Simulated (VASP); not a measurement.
SbS5, 6 atoms in the cell. Symmetry: P6/mmm, No. 191, hexagonal system. The conventional cell has a = 5.839 Å, b = 5.839 Å, c = 3.864 Å, α = 90.00°, β = 90.00°, γ = 120.00°. Within 4.4 Å of Sb (site symmetry 6/mmm) lie 18 S at 3.37 to 3.50 Å and 2 Sb at 3.86 Å. Within 3.4 Å of S (site symmetry -6m2) lie 9 S at 2.56 to 3.37 Å and 3 Sb at 3.37 Å. Within 3.6 Å of S (site symmetry mmm) lie 8 S at 2.56 to 2.92 Å and 4 Sb at 3.50 Å. The cell was built from a structure type or drawn by symmetry, and may not be a known phase.

- Program: VASP 6.6.1
- Task: relaxation of cell and atoms
- Functional: PBE
- Potentials or basis: VASP PAW PBE potentials, release 64 (Sb, S)
- Cutoff: 600 eV
- k mesh: 6 × 6 × 10
- Occupations: gaussian, width 0.1 eV
- Spin: no spin polarisation
- Dipole correction: no
- Further INCAR settings: ALGO = Normal; EDIFF = 1e-06; IBRION = 2; EDIFFG = -0.01; NSW = 100; ISIF = 3

Potentials or basis: VASP PAW PBE potentials, release 64 (Sb, S).

The run is started by

```console
$ cat potpaw_PBE.64/Sb/POTCAR potpaw_PBE.64/S/POTCAR > POTCAR
$ mpirun -np 1 vasp_std > vasp.out
```

Hardware: 1 thread of Intel(R) Xeon(R) 6975P-C (Granite Rapids), on a shared host.

Problem. How long does it take, and how much memory?

Solution. It took 5.1 min on 1 thread of Intel(R) Xeon(R) 6975P-C (Granite Rapids), with other jobs on the host, peak memory 0.34 GiB. Counts: scf iterations 78, k points 42, ion steps 10.
